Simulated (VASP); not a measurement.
# CsSrF3 (Pm-3m) in VASP: a series of runs

Runs on CsSrF3. Level: LDA. Tasks: single point.

Everything below comes from runs of VASP 6.6.1. Logs are shortened: lines on timing, memory, paths and dates and some standing lists are left out, and cuts for length are marked.

**1. The cell of the first run**

The structure is cubic, space group Pm-3m (No. 221). The conventional cell has a = 4.763 Å, b = 4.763 Å, c = 4.763 Å, α = 90.00°, β = 90.00°, γ = 90.00°. Within 4.4 Å of Cs (site symmetry m-3m) lie 12 F at 3.37 Å and 8 Sr at 4.13 Å. Sr (site symmetry m-3m) has 6 F at 2.38 Å within 3.1 Å. F (site symmetry 4/mmm) has 2 Sr at 2.38 Å within 3.1 Å.

**2. Single point, LDA**

Input file INCAR:

```
SYSTEM = CsSrF3
PREC = Accurate
ENCUT = 520
EDIFF = 1E-7
ISMEAR = 0
SIGMA = 0.01
LREAL = .False.
LASPH = .True.
NELM = 80
ALGO = Normal
ISIF = 2
LWAVE = .False.
LCHARG = .True.
GGA = CA
LELF = .True.
LVHAR = .True.
NBANDS = 28
```

Input file KPOINTS:

```
regular mesh
0
Gamma
  4 4 4
  0 0 0
```

Input file POSCAR:

```
CsSrF3
1.0
    4.7632470000      0.0000000000      0.0000000000
    0.0000000000      4.7632470000      0.0000000000
    0.0000000000      0.0000000000      4.7632470000
Cs Sr F
1 1 3
Direct
    0.0000000000      0.0000000000      0.0000000000
    0.5000000000      0.5000000000      0.5000000000
    0.0000000000      0.5000000000      0.5000000000
    0.5000000000      0.0000000000      0.5000000000
    0.5000000000      0.5000000000      0.0000000000
```

Potentials or basis: VASP PAW LDA potentials, release 64 (Cs_sv, Sr_sv, F).

On the command line:

```bash
$ cat potpaw_LDA.64/Cs_sv/POTCAR potpaw_LDA.64/Sr_sv/POTCAR potpaw_LDA.64/F/POTCAR > POTCAR
$ mpirun -np 1 vasp_std > vasp.out
```

OUTCAR:

```text
SYSTEM = CsSrF3
   PREC = Accurate
   ENCUT = 520
   EDIFF = 1E-7
   ISMEAR = 0
   LREAL = .False.
   LASPH = .True.
   NELM = 80
   ISIF = 2
   GGA = CA

 ion  position               nearest neighbor table
   1  0.000  0.000  0.000-   2 4.13   2 4.13   2 4.13   2 4.13   2 4.13   2 4.13   2 4.13   2 4.13

   2  0.500  0.500  0.500-   3 2.38   4 2.38   5 2.38   5 2.38   4 2.38   3 2.38   1 4.13   1 4.13
                             1 4.13   1 4.13   1 4.13   1 4.13   1 4.13   1 4.13
   3  0.000  0.500  0.500-   2 2.38   2 2.38
   4  0.500  0.000  0.500-   2 2.38   2 2.38
   5  0.500  0.500  0.000-   2 2.38   2 2.38

  LATTYP: Found a simple cubic cell.
 ALAT       =     4.7632470000

  Lattice vectors:

 A1 = (   4.7632470000,   0.0000000000,   0.0000000000)
 A2 = (   0.0000000000,   4.7632470000,   0.0000000000)
 A3 = (   0.0000000000,   0.0000000000,   4.7632470000)

Analysis of symmetry for initial positions (statically):
=====================================================================
 Subroutine PRICEL returns:
 Original cell was already a primitive cell.

 Routine SETGRP: Setting up the symmetry group for a
 simple cubic supercell.

 Subroutine GETGRP returns: Found 48 space group operations
 (whereof 48 operations were pure point group operations)
 out of a pool of 48 trial point group operations.

The static configuration has the point symmetry O_h .

Analysis of symmetry for dynamics (positions and initial velocities):
=====================================================================
 Subroutine PRICEL returns:
 Original cell was already a primitive cell.

 Routine SETGRP: Setting up the symmetry group for a
 simple cubic supercell.

 Subroutine GETGRP returns: Found 48 space group operations
 (whereof 48 operations were pure point group operations)
 out of a pool of 48 trial point group operations.

The dynamic configuration has the point symmetry O_h .

 Subroutine INISYM returns: Found 48 space group operations
 (whereof 48 operations are pure point group operations),
 and found     1 'primitive' translations

----------------------------------------------------------------------------------------

                                     Primitive cell

  volume of cell :     108.0710

  direct lattice vectors                    reciprocal lattice vectors
     4.763247000  0.000000000  0.000000000     0.209940824  0.000000000  0.000000000
     0.000000000  4.763247000  0.000000000     0.000000000  0.209940824  0.000000000
     0.000000000  0.000000000  4.763247000     0.000000000  0.000000000  0.209940824

  length of vectors
     4.763247000  4.763247000  4.763247000     0.209940824  0.209940824  0.209940824

  position of ions in fractional coordinates (direct lattice)
     0.000000000  0.000000000  0.000000000
     0.500000000  0.500000000  0.500000000
     0.000000000  0.500000000  0.500000000
     0.500000000  0.000000000  0.500000000
     0.500000000  0.500000000  0.000000000

  ion indices of the primitive-cell ions
   primitive index   ion index
                 1           1
                 2           2
                 3           3
                 4           4
                 5           5

----------------------------------------------------------------------------------------

 KPOINTS: regular mesh

Automatic generation of k-mesh.
 Grid dimensions read from file:
 generate k-points for:    4    4    4

 Generating k-lattice:

  Cartesian coordinates                     Fractional coordinates (reciprocal lattice)
     0.052485206  0.000000000  0.000000000     0.250000000  0.000000000  0.000000000
     0.000000000  0.052485206  0.000000000     0.000000000  0.250000000  0.000000000
     0.000000000  0.000000000  0.052485206     0.000000000  0.000000000  0.250000000

  Length of vectors
     0.052485206  0.052485206  0.052485206

  Shift w.r.t. Gamma in fractional coordinates (k-lattice)
     0.000000000  0.000000000  0.000000000

 Subroutine IBZKPT returns following result:
 ===========================================

 Found     10 irreducible k-points:

 Following reciprocal coordinates:
            Coordinates               Weight
  0.000000  0.000000  0.000000      1.000000
  0.250000  0.000000  0.000000      6.000000
  0.500000  0.000000  0.000000      3.000000
  0.250000  0.250000  0.000000     12.000000
  0.500000  0.250000  0.000000     12.000000
  0.500000  0.500000  0.000000      3.000000
  0.250000  0.250000  0.250000      8.000000
  0.500000  0.250000  0.250000     12.000000
  0.500000  0.500000  0.250000      6.000000
  0.500000  0.500000  0.500000      1.000000
   k-points           NKPTS =     10   k-points in BZ     NKDIM =     10   number of bands    NBANDS=     28
   number of dos      NEDOS =    301   number of ions     NIONS =      5
   total plane-waves  NPLWV =  46656
   dimension x,y,z NGX =    36 NGY =   36 NGZ =   36
   dimension x,y,z NGXF=    72 NGYF=   72 NGZF=   72
   ions per type =               1   1   3
   NGX,Y,Z   is equivalent  to a cutoff of  12.56, 12.56, 12.56 a.u.
   NGXF,Y,Z  is equivalent  to a cutoff of  25.13, 25.13, 25.13 a.u.
 SYSTEM =  CsSrF3
   PREC   = accura    normal or accurate (medium, high low for compatibility)
   ISTART =      0    job   : 0-new  1-cont  2-samecut
   ICHARG =      2    charge: 1-file 2-atom 10-const
   ISPIN  =      1    spin polarized calculation?
   LNONCOLLINEAR =      F non collinear calculations
   LSORBIT =      F    spin-orbit coupling
   LASPH  =      T    aspherical Exc in radial PAW
   ENCUT  =  520.0 eV  38.22 Ry    6.18 a.u.   8.86  8.86  8.86*2*pi/ulx,y,z
   NELM   =     80;   NELMIN=  2; NELMDL= -5     # of ELM steps
   EDIFF  = 0.1E-06   stopping-criterion for ELM
   LREAL  =      F    real-space projection
   EDIFFG = 0.1E-05   stopping-criterion for IOM
   NSW    =      0    number of steps for IOM
   IBRION =     -1    ionic relax: 0-MD 1-quasi-New 2-CG
   NFREE  =      0    steps in history (QN), initial steepest desc. (CG)
   ISIF   =      2    stress and relaxation
   ISYM   =      2    0-nonsym 1-usesym 2-fastsym
   POTIM  = 0.5000    time-step for ionic-motion
   TEBEG  =    0.0;   TEEND  =   0.0 temperature during run
   PSTRESS=    0.0 pullay stress
   NELECT =      40.0000    total number of electrons
   NUPDOWN=      -1.0000    fix difference up-down
   EMIN   =  10.00;   EMAX   =-10.00  energy-range for DOS
   EFERMI =   0.00;   METHOD = LEGACY
   ISMEAR =     0;   SIGMA  =   0.01  broadening in eV -4-tet -1-fermi 0-gaus
   EFERMI_NEDOS =   21; number of points for ismear=-14 and -15
   IALGO  =     38    algorithm
   IMIX   =      4    mixing-type and parameters
     AMIX     =   0.40;   BMIX     =  1.00
     AMIX_MAG =   1.60;   BMIX_MAG =  1.00
  volume/ion in A,a.u.               =      21.61       145.86
  Fermi-wavevector in a.u.,A,eV,Ry     =   1.175416  2.221215 18.797858  1.381604
  Thomas-Fermi vector in A             =   2.311797
   LORBIT       =      0    0 simple, 1 ext, 2 COOP (PROOUT), +10 PAW based schemes
   GGA     = CA    functional components
   LHFCALC =     F    Hartree Fock is set to
   AEXX    =    0.0000 exact exchange contribution
   IVDW    =     0    specifies the selected vdW correction
   LEPSILON=     F    determine dielectric tensor
   LRPA    =     F    only Hartree local field effects (RPA)
 non-spin polarized calculation
 Gauss-broadening in eV      SIGMA  =   0.01
  energy-cutoff  :      520.00
  volume of cell :      108.07
 maximum number of plane-waves:      2945
 NGX is ok and might be reduce to    36
   NGX = 17   NGY = 17   NGZ = 17

 number of electron      39.9999960 magnetization

 Free energy of the ion-electron system (eV)
  ---------------------------------------------------
  ext. energy  EPLUGINS =         0.00000000
  ---------------------------------------------------
  free energy    TOTEN  =       -27.12445296 eV

  energy without entropy =      -27.12445296  energy(sigma->0) =      -27.12445296

 E-fermi :  -2.3884     XC(G=0):  -9.0848

 val. band max:       -2.5001574297   @ k =   0.0000   0.0000   0.0000
 cond. band min:       3.5341438430   @ k =   0.0000   0.0000   0.0000
 fundamental gap:      6.0343012727
 Fermi energy:        -2.3883985636

 k-point     1 :       0.0000    0.0000    0.0000
  band No.  band energies     occupation
      1     -32.0960      2.00000
      2     -21.0887      2.00000
      3     -21.0094      2.00000
      4     -21.0094      2.00000
      5     -20.1913      2.00000
      6     -14.4922      2.00000
[... 20 lines left out ...]
     27       9.5356      0.00000
     28       9.5356      0.00000

 k-point     2 :       0.2500    0.0000    0.0000
  band No.  band energies     occupation
      1     -32.0908      2.00000
      2     -21.1472      2.00000
      3     -21.0283      2.00000
      4     -21.0084      2.00000
      5     -20.2195      2.00000
      6     -14.4862      2.00000
[... 20 lines left out ...]
     27       8.6319      0.00000
     28       8.6319      0.00000

 k-point     3 :       0.5000    0.0000    0.0000
  band No.  band energies     occupation
      1     -32.0855      2.00000
      2     -21.2411      2.00000
      3     -21.0075      2.00000
      4     -21.0053      2.00000
      5     -20.2496      2.00000
      6     -14.4803      2.00000
[... 20 lines left out ...]
     27       7.5297      0.00000
     28       7.5297      0.00000

 k-point     4 :       0.2500    0.2500    0.0000
  band No.  band energies     occupation
      1     -32.0855      2.00000
      2     -21.1415      2.00000
      3     -21.1138      2.00000
      4     -21.0122      2.00000
      5     -20.2392      2.00000
      6     -14.4807      2.00000
[... 20 lines left out ...]
     27       7.6574      0.00000
     28       7.8314      0.00000

 k-point     5 :       0.5000    0.2500    0.0000
  band No.  band energies     occupation
      1     -32.0802      2.00000
      2     -21.2271      2.00000
      3     -21.1124      2.00000
      4     -21.0051      2.00000
      5     -20.2598      2.00000
      6     -14.4751      2.00000
[... 20 lines left out ...]
     27       7.9154      0.00000
     28       8.6230      0.00000

 k-point     6 :       0.5000    0.5000    0.0000
  band No.  band energies     occupation
      1     -32.0749      2.00000
      2     -21.2124      2.00000
      3     -21.2124      2.00000
      4     -21.0035      2.00000
      5     -20.2703      2.00000
      6     -14.4699      2.00000
[... 20 lines left out ...]
     27       8.3717      0.00000
     28       9.3905      0.00000

 k-point     7 :       0.2500    0.2500    0.2500
  band No.  band energies     occupation
      1     -32.0802      2.00000
      2     -21.1319      2.00000
      3     -21.1125      2.00000
      4     -21.1125      2.00000
      5     -20.2501      2.00000
      6     -14.1755      2.00000
[... 20 lines left out ...]
     27       8.4163      0.00000
     28       8.6469      0.00000

 k-point     8 :       0.5000    0.2500    0.2500
  band No.  band energies     occupation
      1     -32.0749      2.00000
      2     -21.2191      2.00000
      3     -21.1112      2.00000
      4     -21.1105      2.00000
      5     -20.2613      2.00000
      6     -14.1705      2.00000
[... 20 lines left out ...]
     27       8.0237      0.00000
     28       9.0423      0.00000

 k-point     9 :       0.5000    0.5000    0.2500
  band No.  band energies     occupation
      1     -32.0697      2.00000
      2     -21.2111      2.00000
      3     -21.2111      2.00000
      4     -21.1094      2.00000
      5     -20.2628      2.00000
      6     -14.1651      2.00000
[... 20 lines left out ...]
     27       8.5050      0.00000
     28       9.3028      0.00000

 k-point    10 :       0.5000    0.5000    0.5000
  band No.  band energies     occupation
      1     -32.0644      2.00000
      2     -21.2091      2.00000
      3     -21.2091      2.00000
      4     -21.2091      2.00000
      5     -20.2553      2.00000
      6     -13.8487      2.00000
[... 20 lines left out ...]
     27       9.1040      0.00000
     28       9.2183      0.00000

------------------------ aborting loop because EDIFF is reached ----------------------------------------

  FORCE on cell =-STRESS in cart. coord.  units (eV):
  Direction    XX          YY          ZZ          XY          YZ          ZX
  --------------------------------------------------------------------------------------
  -------------------------------------------------------------------------------------
  Total       -2.0233161     -2.0233161     -2.0233161      0.0000000      0.0000000      0.0000000
  in kB      -29.9961148    -29.9961148    -29.9961148      0.0000000      0.0000000      0.0000000
  external PRESSURE =     -29.9961148 kB  Pullay stress =       0.0000000 kB

 VOLUME and BASIS-vectors are now :
 -----------------------------------------------------------------------------
  energy-cutoff  :      520.00
  volume of cell :      108.07
      direct lattice vectors                 reciprocal lattice vectors
     4.763247000  0.000000000  0.000000000     0.209940824  0.000000000  0.000000000
     0.000000000  4.763247000  0.000000000     0.000000000  0.209940824  0.000000000
     0.000000000  0.000000000  4.763247000     0.000000000  0.000000000  0.209940824

 POSITION                                       TOTAL-FORCE (eV/Angst)
 -----------------------------------------------------------------------------------
      0.00000      0.00000      0.00000         0.000000      0.000000      0.000000
      2.38162      2.38162      2.38162         0.000000      0.000000      0.000000
      0.00000      2.38162      2.38162         0.000000      0.000000      0.000000
      2.38162      0.00000      2.38162         0.000000      0.000000      0.000000
      2.38162      2.38162      0.00000         0.000000      0.000000      0.000000
 -----------------------------------------------------------------------------------
    total drift:                                0.000000      0.000000      0.000000

  FREE ENERGIE OF THE ION-ELECTRON SYSTEM (eV)
  ---------------------------------------------------
  free  energy   TOTEN  =       -27.1244529551 eV

  energy  without entropy=      -27.1244529551  energy(sigma->0) =      -27.12445296
```

It took 15 s on 1 thread of Intel Xeon Platinum 8488C (Sapphire Rapids), shared host; peak memory 0.18 GiB.

What came out:

| Quantity | Value |
| --- | --- |
| Free energy | -27.1245 eV |
| Pressure | -3.0 GPa |
| Band gap on the k mesh | 6.03 eV, direct |

Levels at points of the mesh, in eV from the valence-band top:
```
           k point  band 16  band 17  band 18  band 19  band 20  band 21  band 22  band 23  band 24  band 25
(0.00, 0.00, 0.00)    -0.27    -0.27     0.00     0.00     0.00     6.03     7.56     7.56     8.49     8.49
(0.50, 0.00, 0.00)    -0.46    -0.42    -0.42    -0.02    -0.02     7.71     8.39     9.04     9.36     9.92
(0.50, 0.50, 0.00)    -0.61    -0.25    -0.25    -0.04    -0.04     8.03     8.46     8.88     8.88    10.68
(0.50, 0.50, 0.50)    -0.64    -0.64    -0.03    -0.03    -0.03     8.35     8.35     8.35    10.28    10.28
```

Caveat: spin-orbit coupling is left out, which moves the levels of the heavy elements.

**3. Single point, LDA**

This run uses another cell than the first one, of 22.15 Å³/atom, 1.025 times its volume.

Input file INCAR:

```
  ALGO = Normal
  EDIFF = 1E-6
  ENCUT = 520
  ISIF = 2
  ISMEAR = 0
  LASPH = True
  LCHARG = True
  LELF = True
  LREAL = False
  LVHAR = True
  LWAVE = False
  NBANDS = 28
  NELM = 60
  PREC = Accurate
  SIGMA = 0.01
```

Input file KPOINTS:

```
k-points
0
Gamma
  4 4 4
```

POSCAR, as its differences from that of step 2:

```diff
@@ -2,5 +2,5 @@
 1.0
-    4.7632470000      0.0000000000      0.0000000000
-    0.0000000000      4.7632470000      0.0000000000
-    0.0000000000      0.0000000000      4.7632470000
+    4.8026144629      0.0000000000      0.0000000000
+    0.0000000000      4.8026144629      0.0000000000
+    0.0000000000      0.0000000000      4.8026144629
 Cs Sr F
```

Potentials or basis: VASP PAW LDA potentials, release 64 (Cs_sv, Sr_sv, F).

On the command line:

```bash
$ cat potpaw_LDA.64/Cs_sv/POTCAR potpaw_LDA.64/Sr_sv/POTCAR potpaw_LDA.64/F/POTCAR > POTCAR
$ mpirun -np 1 vasp_std > vasp.out
```

It took 14 s on 1 thread of Intel Xeon Platinum 8488C (Sapphire Rapids), shared host; peak memory 0.18 GiB.

Results (log left out):

| Property | Result |
| --- | --- |
| Free energy | -27.0694 eV |
| Pressure | -3.9 GPa |
| Band gap on the k mesh | 5.93 eV, indirect (least direct gap 5.94 eV) |

Levels at points of the mesh, in eV from the valence-band top:
| k point | band 16 | band 17 | band 18 | band 19 | band 20 | band 21 | band 22 | band 23 | band 24 | band 25 |
| --- | --- | --- | --- | --- | --- | --- | --- | --- | --- | --- |
| (0.00, 0.00, 0.00) | -0.27 | -0.27 | -0.01 | -0.01 | -0.01 | 5.93 | 7.54 | 7.54 | 8.45 | 8.45 |
| (0.50, 0.00, 0.00) | -0.42 | -0.38 | -0.38 | -0.03 | -0.03 | 7.61 | 8.35 | 8.86 | 9.29 | 9.81 |
| (0.50, 0.50, 0.00) | -0.56 | -0.23 | -0.23 | -0.06 | -0.01 | 7.95 | 8.36 | 8.80 | 8.80 | 10.57 |
| (0.50, 0.50, 0.50) | -0.62 | -0.62 | 0.00 | 0.00 | 0.00 | 8.28 | 8.28 | 8.28 | 10.13 | 10.13 |

Caveat: spin-orbit coupling is left out, which moves the levels of the heavy elements.

(Part 1 of 2 ends here.)
